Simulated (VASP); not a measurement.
A run of VASP 6.6.1 is set up as follows.

Contents of INCAR:

```
PREC = Accurate
ENCUT = 600
EDIFF = 1E-6
ISMEAR = 0
SIGMA = 0.1
LREAL = F
LASPH = T
NELM = 120
ALGO = Normal
ISIF = 2
LWAVE = F
LCHARG = F
GGA = PE
NBANDS = 15
GGA_COMPAT = F
```

File KPOINTS:

```
regular mesh
0
Gamma
  8 8 8
```

POSCAR

```
TaN
1.0
    0.0000000000      2.1951566050      2.1951566050
    2.1951566050      0.0000000000      2.1951566050
    2.1951566050      2.1951566050      0.0000000000
Ta N
1 1
Direct
    0.5000000000      0.5000000000      0.5000000000
    0.0000000000      0.0000000000      0.0000000000
```

Potentials or basis: VASP PAW PBE potentials, release 64 (Ta_pv, N).

The run is started by

```console
$ cat potpaw_PBE.64/Ta_pv/POTCAR potpaw_PBE.64/N/POTCAR > POTCAR
$ mpirun -np 1 vasp_std > vasp.out
```

Estimate the band gap on the k mesh.

zero (bands 8 and 9 overlap by 4.04 eV).

Predict the pressure.

7.2 GPa.

Caveat: the cell stands under pressure; spin-orbit coupling is left out, which moves the levels of the heavy elements.
